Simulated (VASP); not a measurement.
**Si: relaxation of cell and atoms with LDA**

Crystal: Si.

```
Si
1.0
     0.00000    2.70083    2.70083
     2.70083    0.00000    2.70083
     2.70083    2.70083    0.00000
Si
2
Cartesian
  2.7008 2.7008 2.7008
  4.0512 4.0512 4.0512
```

* Program: VASP 6.6.1
* Task: relaxation of cell and atoms
* Functional: LDA
* Potentials or basis: VASP PAW LDA potentials, release 64 (Si)
* Cutoff: 600 eV
* k mesh: 10 × 10 × 10
* Occupations: gaussian, width 0.02 eV
* Spin: no spin polarisation
* Dipole correction: no
* Further INCAR settings: ALGO = Normal; EDIFF = 1e-06; IBRION = 2; EDIFFG = -0.002; NSW = 100; ISIF = 3

```yaml
Relaxed_volume: 19.72 Å³/atom
Relaxed_cell: a = 3.820 Å, b = 3.820 Å, c = 3.820 Å, α = 60.00°, β = 60.00°, γ = 60.00°
Space_group_after_relaxing_to_0.1_Å: Fd-3m (No. 227)
Energy_gained_by_relaxing: 0.0 meV/atom
Ionic_steps: 3
Pressure_after_relaxing: 0.0 GPa
Band_gap_on_the_k_mesh: 0.45 eV (least direct gap 2.53 eV)
```

Final structure:
```
Si
1.0
     0.00000    2.70149    2.70149
     2.70149    0.00000    2.70149
     2.70149    2.70149    0.00000
Si
2
Direct
  0.50000 0.50000 0.50000
  0.75000 0.75000 0.75000
```

Levels at points of the mesh, in eV from the valence-band top:
```
           k point  band 1  band 2  band 3  band 4  band 5  band 6  band 7  band 8
(0.00, 0.00, 0.00)  -12.06    0.00    0.00    0.00    2.53    2.53    2.53    3.39
(0.50, 0.00, 0.00)   -9.69   -7.06   -1.21   -1.21    1.48    3.29    3.29    7.54
(0.50, 0.50, 0.00)   -7.86   -7.86   -2.89   -2.89    0.58    0.58   10.11   10.11
```

Wall time 22 s on 1 thread of Intel Xeon 8259CL (shared host), peak memory 0.15 GiB.

A k mesh can miss the band edges. As with any semilocal functional, this LDA gap is likely too small.
